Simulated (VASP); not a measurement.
# C (C2/m) in VASP: a series of runs

C is run at these levels: PBE+D3(BJ); tasks: single point.

All numbers are computed with VASP 6.6.1; they aren't measurements. Logs are shortened: lines on timing, memory, paths and dates and some standing lists are left out, and cuts for length are marked.

**1. The cell of the first run**

Symmetry: C2/m, No. 12, monoclinic system. Conventional cell: a = 4.269 Å, b = 2.465 Å, c = 3.650 Å, α = 90.00°, β = 112.95°, γ = 90.00°. Within 1.8 Å of C (site symmetry m) lie 3 C at 1.37 to 1.55 Å.

**2. Single point, PBE+D3(BJ) (atoms displaced along several vibrational modes)**

Input file INCAR:

```
  PREC = Accurate
  ENCUT = 520
  EDIFF = 1E-6
  ISMEAR = 0
  SIGMA = 0.05
  LREAL = F
  LASPH = T
  NELM = 80
  ALGO = Normal
  ISIF = 2
  LWAVE = F
  LCHARG = F
  GGA = PE
  IVDW = 12
  NBANDS = 11
```

Input file KPOINTS:

```
regular mesh
0
Gamma
  15 15 15
```

Input file POSCAR:

```
C
1.0
    1.2324809262      0.7115731945      3.3609366220
   -1.2324809262      0.7115731945      3.3609366220
    0.0000000000     -1.4231463891      3.3609366220
C
2
Direct
    0.1877204274      0.1877204274      0.1455603233
    0.8122795726      0.8122795726      0.8544396767
```

Potentials or basis: VASP PAW PBE potentials, release 64 (C).

Started as:

```bash
> cat potpaw_PBE.64/C/POTCAR > POTCAR
> mpirun -np 1 vasp_std > vasp.out
```

OUTCAR:

```text
PREC = Accurate
   ENCUT = 520
   EDIFF = 1E-6
   ISMEAR = 0
   LREAL = F
   LASPH = T
   NELM = 80
   ISIF = 2
   GGA = PE
   IVDW = 12
 IVDW          = 12

 ion  position               nearest neighbor table
   1  0.188  0.188  0.146-   2 1.37   2 1.37   2 1.55
   2  0.812  0.812  0.854-   1 1.37   1 1.37   1 1.55

  LATTYP: Found a trigonal (rhomboedric) cell.
 ALAT       =     3.6498274783
 COS(alpha) =     0.7719417768

  Lattice vectors:

 A1 = (   1.2324809262,   0.7115731945,   3.3609366220)
 A2 = (  -1.2324809262,   0.7115731945,   3.3609366220)
 A3 = (   0.0000000000,  -1.4231463891,   3.3609366220)

Analysis of symmetry for initial positions (statically):
=====================================================================
 Subroutine PRICEL returns:
 Original cell was already a primitive cell.

 Routine SETGRP: Setting up the symmetry group for a
 trigonal (rhombohedral) supercell.

 Subroutine GETGRP returns: Found  4 space group operations
 (whereof  4 operations were pure point group operations)
 out of a pool of 12 trial point group operations.

The static configuration has the point symmetry C_2h.

Analysis of symmetry for dynamics (positions and initial velocities):
=====================================================================
 Subroutine PRICEL returns:
 Original cell was already a primitive cell.

 Routine SETGRP: Setting up the symmetry group for a
 trigonal (rhombohedral) supercell.

 Subroutine GETGRP returns: Found  4 space group operations
 (whereof  4 operations were pure point group operations)
 out of a pool of 12 trial point group operations.

The dynamic configuration has the point symmetry C_2h.

 Subroutine INISYM returns: Found  4 space group operations
 (whereof  4 operations are pure point group operations),
 and found     1 'primitive' translations

----------------------------------------------------------------------------------------

                                     Primitive cell

  volume of cell :      17.6853

  direct lattice vectors                    reciprocal lattice vectors
     1.232480926  0.711573195  3.360936622     0.405685791  0.234222801  0.099178702
    -1.232480926  0.711573195  3.360936622    -0.405685791  0.234222801  0.099178702
     0.000000000 -1.423146389  3.360936622     0.000000000 -0.468445602  0.099178702

  length of vectors
     3.649827478  3.649827478  3.649827478     0.478829507  0.478829507  0.478829507

  position of ions in fractional coordinates (direct lattice)
     0.187720427  0.187720427  0.145560323
     0.812279573  0.812279573  0.854439677

  ion indices of the primitive-cell ions
   primitive index   ion index
                 1           1
                 2           2

----------------------------------------------------------------------------------------

 KPOINTS: regular mesh

Automatic generation of k-mesh.
 Grid dimensions read from file:
 generate k-points for:   15   15   15

 Generating k-lattice:

  Cartesian coordinates                     Fractional coordinates (reciprocal lattice)
     0.027045719  0.015614853  0.006611913     0.066666667  0.000000000  0.000000000
    -0.027045719  0.015614853  0.006611913     0.000000000  0.066666667  0.000000000
     0.000000000 -0.031229707  0.006611913    -0.000000000 -0.000000000  0.066666667

  Length of vectors
     0.031921967  0.031921967  0.031921967

  Shift w.r.t. Gamma in fractional coordinates (k-lattice)
     0.000000000  0.000000000  0.000000000

 Subroutine IBZKPT returns following result:
 ===========================================

 Found    904 irreducible k-points:

 Following reciprocal coordinates:
            Coordinates               Weight
  0.000000  0.000000  0.000000      1.000000
  0.066667  0.000000  0.000000      4.000000
  0.000000  0.000000  0.066667      2.000000
  0.133333  0.000000  0.000000      4.000000
  0.000000  0.000000  0.133333      2.000000
  0.200000  0.000000  0.000000      4.000000
[... 16 lines left out ...]
  0.066667  0.000000  0.200000      4.000000
  0.266667  0.066667 -0.000000      4.000000
 [... further k-points ...]
   k-points           NKPTS =    904   k-points in BZ     NKDIM =    904   number of bands    NBANDS=     11
   number of dos      NEDOS =    301   number of ions     NIONS =      2
   total plane-waves  NPLWV =  21952
   dimension x,y,z NGX =    28 NGY =   28 NGZ =   28
   dimension x,y,z NGXF=    56 NGYF=   56 NGZF=   56
   ions per type =               2
   NGX,Y,Z   is equivalent  to a cutoff of  12.75, 12.75, 12.75 a.u.
   NGXF,Y,Z  is equivalent  to a cutoff of  25.51, 25.51, 25.51 a.u.
 SYSTEM =  unknown system
   PREC   = accura    normal or accurate (medium, high low for compatibility)
   ISTART =      0    job   : 0-new  1-cont  2-samecut
   ICHARG =      2    charge: 1-file 2-atom 10-const
   ISPIN  =      1    spin polarized calculation?
   LNONCOLLINEAR =      F non collinear calculations
   LSORBIT =      F    spin-orbit coupling
   LASPH  =      T    aspherical Exc in radial PAW
   ENCUT  =  520.0 eV  38.22 Ry    6.18 a.u.   6.79  6.79  6.79*2*pi/ulx,y,z
   NELM   =     80;   NELMIN=  2; NELMDL= -5     # of ELM steps
   EDIFF  = 0.1E-05   stopping-criterion for ELM
   LREAL  =      F    real-space projection
   EDIFFG = 0.1E-04   stopping-criterion for IOM
   NSW    =      0    number of steps for IOM
   IBRION =     -1    ionic relax: 0-MD 1-quasi-New 2-CG
   NFREE  =      0    steps in history (QN), initial steepest desc. (CG)
   ISIF   =      2    stress and relaxation
   ISYM   =      2    0-nonsym 1-usesym 2-fastsym
   POTIM  = 0.5000    time-step for ionic-motion
   TEBEG  =    0.0;   TEEND  =   0.0 temperature during run
   PSTRESS=    0.0 pullay stress
   NELECT =       8.0000    total number of electrons
   NUPDOWN=      -1.0000    fix difference up-down
   EMIN   =  10.00;   EMAX   =-10.00  energy-range for DOS
   EFERMI =   0.00;   METHOD = LEGACY
   ISMEAR =     0;   SIGMA  =   0.05  broadening in eV -4-tet -1-fermi 0-gaus
   EFERMI_NEDOS =   21; number of points for ismear=-14 and -15
   IALGO  =     38    algorithm
   IMIX   =      4    mixing-type and parameters
     AMIX     =   0.40;   BMIX     =  1.00
     AMIX_MAG =   1.60;   BMIX_MAG =  1.00
  volume/ion in A,a.u.               =       8.84        59.67
  Fermi-wavevector in a.u.,A,eV,Ry     =   1.256708  2.374834 21.487884  1.579315
  Thomas-Fermi vector in A             =   2.390403
   LORBIT       =      0    0 simple, 1 ext, 2 COOP (PROOUT), +10 PAW based schemes
   GGA     = PE    functional components
   LHFCALC =     F    Hartree Fock is set to
   AEXX    =    0.0000 exact exchange contribution
   IVDW    =    12    specifies the selected vdW correction
   LEPSILON=     F    determine dielectric tensor
   LRPA    =     F    only Hartree local field effects (RPA)
 non-spin polarized calculation
 Gauss-broadening in eV      SIGMA  =   0.05
  energy-cutoff  :      520.00
  volume of cell :       17.69
 maximum number of plane-waves:       490
   NGX = 13   NGY = 13   NGZ = 13

 number of electron       8.0000000 magnetization

 Free energy of the ion-electron system (eV)
  ---------------------------------------------------
  ext. energy  EPLUGINS =         0.00000000
  ---------------------------------------------------
  free energy    TOTEN  =       -17.91983228 eV

  energy without entropy =      -17.91983228  energy(sigma->0) =      -17.91983228

 E-fermi :   4.4996     XC(G=0): -10.3341

 val. band max:        4.3003647873   @ k =  -0.2000   0.4000   0.0667
 cond. band min:       4.8813122593   @ k =   0.4667   0.0667  -0.2667
 fundamental gap:      0.5809474719
 Fermi energy:         4.4995514939

 k-point     1 :       0.0000    0.0000    0.0000
  band No.  band energies     occupation
      1     -14.9666      2.00000
      2      -1.8723      2.00000
      3       0.1089      2.00000
      4       3.7082      2.00000
      5       8.4935      0.00000
      6      10.7214      0.00000
      7      15.4074      0.00000
      8      16.4611      0.00000
      9      17.2874      0.00000
     10      27.3001      0.00000
     11      29.8390      0.00000

 k-point     2 :       0.0667    0.0000    0.0000
  band No.  band energies     occupation
      1     -14.8604      2.00000
      2      -1.7663      2.00000
      3      -0.1890      2.00000
      4       3.3445      2.00000
      5       8.6220      0.00000
      6      11.0331      0.00000
      7      15.5647      0.00000
      8      16.0816      0.00000
      9      17.5134      0.00000
     10      27.5956      0.00000
     11      29.1651      0.00000

 k-point     3 :       0.0000    0.0000    0.0667
  band No.  band energies     occupation
      1     -14.8581      2.00000
      2      -1.7726      2.00000
      3      -0.0355      2.00000
      4       3.0817      2.00000
      5       8.6169      0.00000
      6      11.0751      0.00000
      7      15.7723      0.00000
      8      16.1568      0.00000
      9      17.4066      0.00000
     10      27.5674      0.00000
     11      28.7219      0.00000

 k-point     4 :       0.1333    0.0000    0.0000
  band No.  band energies     occupation
      1     -14.5424      2.00000
      2      -1.4779      2.00000
      3      -0.9850      2.00000
      4       2.4674      2.00000
      5       8.9996      0.00000
      6      11.6678      0.00000
      7      15.0153      0.00000
      8      16.1255      0.00000
      9      18.2142      0.00000
     10      27.0948      0.00000
     11      28.6757      0.00000
[... 239 lines left out ...]
 k-point    22 :      -0.2000    0.0000   -0.0667
  band No.  band energies     occupation
      1     -14.2189      2.00000
      2      -1.9202      2.00000
      3      -1.1434      2.00000
      4       1.9173      2.00000
      5       9.5489      0.00000
      6      12.2321      0.00000
      7      14.0478      0.00000
      8      16.2965      0.00000
      9      19.0463      0.00000
     10      25.8343      0.00000
     11      28.3229      0.00000

 k-point    23 :       0.0667    0.0000    0.2000
  band No.  band energies     occupation
      1     -14.2011      2.00000
      2      -1.2879      2.00000
      3      -0.9411      2.00000
      4       0.6251      2.00000
      5       9.5966      0.00000
      6      12.1476      0.00000
      7      14.4996      0.00000
      8      17.0233      0.00000
      9      18.8605      0.00000
     10      24.8429      0.00000
     11      28.0209      0.00000

 k-point    24 :       0.2667    0.0667   -0.0000
  band No.  band energies     occupation
      1     -13.5741      2.00000
      2      -2.8802      2.00000
      3      -0.6166      2.00000
      4       0.4203      2.00000
      5      10.0443      0.00000
      6      12.5226      0.00000
      7      13.1745      0.00000
      8      17.5579      0.00000
      9      20.3566      0.00000
     10      23.3122      0.00000
     11      27.6466      0.00000

 [... further k-points ...]

------------------------ aborting loop because EDIFF is reached ----------------------------------------

 Edisp (eV)   -0.31283

 E8    (eV) :    -0.0887

  FORCE on cell =-STRESS in cart. coord.  units (eV):
  Direction    XX          YY          ZZ          XY          YZ          ZX
  --------------------------------------------------------------------------------------
  -------------------------------------------------------------------------------------
  Total       2.05879    -0.20347    -0.29609     0.00000    -0.75286     0.00000
  in kB     186.51436   -18.43356   -26.82415     0.00000   -68.20443     0.00000
  external pressure =       47.09 kB  Pullay stress =        0.00 kB

 VOLUME and BASIS-vectors are now :
 -----------------------------------------------------------------------------
  energy-cutoff  :      520.00
  volume of cell :       17.69
      direct lattice vectors                 reciprocal lattice vectors
     1.232480926  0.711573195  3.360936622     0.405685791  0.234222801  0.099178702
    -1.232480926  0.711573195  3.360936622    -0.405685791  0.234222801  0.099178702
     0.000000000 -1.423146389  3.360936622     0.000000000 -0.468445602  0.099178702

 POSITION                                       TOTAL-FORCE (eV/Angst)
 -----------------------------------------------------------------------------------
      0.00000      0.06000      1.75105         0.000000     -5.281283     -2.168147
      0.00000     -0.06000      8.33176         0.000000      5.281283      2.168147
 -----------------------------------------------------------------------------------
    total drift:                                0.000000      0.000000     -0.000000

  FREE ENERGIE OF THE ION-ELECTRON SYSTEM (eV)
  ---------------------------------------------------
  free  energy   TOTEN  =       -18.2326627231 eV

  energy  without entropy=      -18.2326627231  energy(sigma->0) =      -18.23266272
```

Run time: 5.9 min. Hardware: 1 thread of Intel Xeon 8259CL, shared host; peak memory 0.28 GiB.

What came out:

```
Free energy                : -18.2327 eV
Pressure                   : 4.7 GPa
Largest force              : 5.709 eV/Å
Dispersion energy per atom : -0.156 eV
```

Forces on the atoms (eV/Å):
```
C    0.000 -5.281 -2.168
C    0.000  5.281  2.168
```

Caveat: the cell differs from its parent crystal (atoms displaced along several vibrational modes); the stress differs along the axes, from -3 to 19 GPa; forces of over 1 eV/Å act on the atoms, so gaps and moduli don't describe the material at rest.

**3. Single point, PBE+D3(BJ) (atoms displaced along several vibrational modes)**

Input file INCAR:

```
ALGO = Normal
EDIFF = 1E-6
ENCUT = 520
GGA = PE
ISIF = 2
ISMEAR = 0
IVDW = 12
LASPH = T
LCHARG = F
LREAL = F
LWAVE = F
NBANDS = 11
NELM = 100
PREC = Accurate
SIGMA = 0.05
```

Input file KPOINTS:

```
k-points
0
Gamma
  15 15 15
```

Input file POSCAR:

```
C
1.0
    1.2324809262      0.7115731945      3.3609366220
   -1.2324809262      0.7115731945      3.3609366220
    0.0000000000     -1.4231463891      3.3609366220
C
2
Direct
    0.1795309367      0.1795309367      0.1689909106
    0.8204690633      0.8204690633      0.8310090894
```

Potentials or basis: VASP PAW PBE potentials, release 64 (C).

Started as:

```bash
> cat potpaw_PBE.64/C/POTCAR > POTCAR
> mpirun -np 1 vasp_std > vasp.out
```

Run time: 5.8 min. Hardware: 1 thread of Intel Xeon 8259CL, shared host; peak memory 0.28 GiB.

The run converged. Its results:

| Property | Result |
| --- | --- |
| Free energy | -18.4143 eV |
| Pressure | -1.1 GPa |
| Largest force | 3.456 eV/Å |
| Dispersion energy per atom | -0.156 eV |

Forces on the atoms (eV/Å):
```
C    0.000 -1.438 -3.143
C    0.000  1.438  3.143
```

Stress tensor (GPa, compression positive):
```
 3.28  0.00  0.00
 0.00 -1.40 -2.46
 0.00 -2.46 -5.30
```

Caveat: the cell differs from its parent crystal (atoms displaced along several vibrational modes); the stress differs along the axes, from -5 to 3 GPa; forces of over 1 eV/Å act on the atoms, so gaps and moduli don't describe the material at rest.

**4. Single point, PBE+D3(BJ) (atoms displaced along several vibrational modes)**

Input file INCAR:

```
SYSTEM = C
PREC = Accurate ; ENCUT = 520
EDIFF = 1E-6 ; ISMEAR = 0
SIGMA = 0.05 ; LREAL = .False.
LASPH = .True. ; NELM = 80
ALGO = Normal ; ISIF = 2
LWAVE = .False. ; LCHARG = .False.
GGA = PE ; IVDW = 12
NBANDS = 11
```

Input file KPOINTS:

```
Automatic mesh
0
Gamma
  15 15 15
  0 0 0
```

Input file POSCAR:

```
C
1.0
    1.2324809262      0.7115731945      3.3609366220
   -1.2324809262      0.7115731945      3.3609366220
    0.0000000000     -1.4231463891      3.3609366220
C
2
Direct
    0.1759728372      0.1759728372      0.1548927851
    0.8240271628      0.8240271628      0.8451072149
```

Started as:

```bash
> cat potpaw_PBE.64/C/POTCAR > POTCAR
> mpirun -np 1 vasp_std > vasp.out
```

Run time: 5.8 min. Hardware: 1 thread of Intel Xeon 8259CL, shared host; peak memory 0.28 GiB.

Results (log left out):

* Free energy: -18.6252 eV
* Pressure: 1.9 GPa
* Largest force: 3.059 eV/Å
* Dispersion energy per atom: -0.156 eV

Forces in eV/Å, atoms in the order of the input:
```
C    0.000 -2.963 -0.759
C    0.000  2.963  0.759
```

Stress tensor (GPa, compression positive):
```
 8.54  0.00  0.00
 0.00 -2.78 -1.20
 0.00 -1.20 -0.19
```

Caveat: the cell differs from its parent crystal (atoms displaced along several vibrational modes); the stress differs along the axes, from -3 to 9 GPa; forces of over 1 eV/Å act on the atoms, so gaps and moduli don't describe the material at rest.

[end of part 1 of 2]
